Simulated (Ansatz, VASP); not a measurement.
C in VASP and in Ansatz

```xyz
2
Lattice="0.0000 2.1484 3.2590 1.2411 0.0000 3.2590 1.2411 2.1484 0.0000" Properties=species:S:1:pos:R:3 pbc="T T T"
C     1.2411    0.7163    3.2590
C     1.2411    3.5805    3.2590
```

Change from the starting cell: strain +0.015 along x and y, -0.030 along z, atoms carried along.

Alike in both runs: task single point; functional LDA; k mesh 16 × 16 × 16; occupations gaussian, width 0.03 eV; no spin polarisation.

|  | VASP | Ansatz |
| --- | --- | --- |
| version | VASP 6.6.1 | Ansatz 0.2.0 |
| potentials or method | VASP PAW LDA potentials, release 64 (C), cutoff 520 eV | scalar-relativistic, plane waves, PAW |
| valence electrons in the cell | 8 | 8 |

```tsv
	VASP	Ansatz	Ansatz less VASP
gap on the k mesh at the Fermi level (eV)	none	none	-
pressure (GPa)	-11.3	-12.1	-0.81
traceless stress, the component that is largest in VASP (GPa)	12.44	13.35	+0.912
rms of the force components (eV/Å)	0.018	0.018	-0.0001
```

LDA's correlation is that of Perdew and Zunger in VASP and of Perdew and Wang (1992) in Ansatz. Atom by atom the forces differ by 0.000 eV/Å (rms over components). A gap of «none» marks a metal or a gap that the smearing closes.
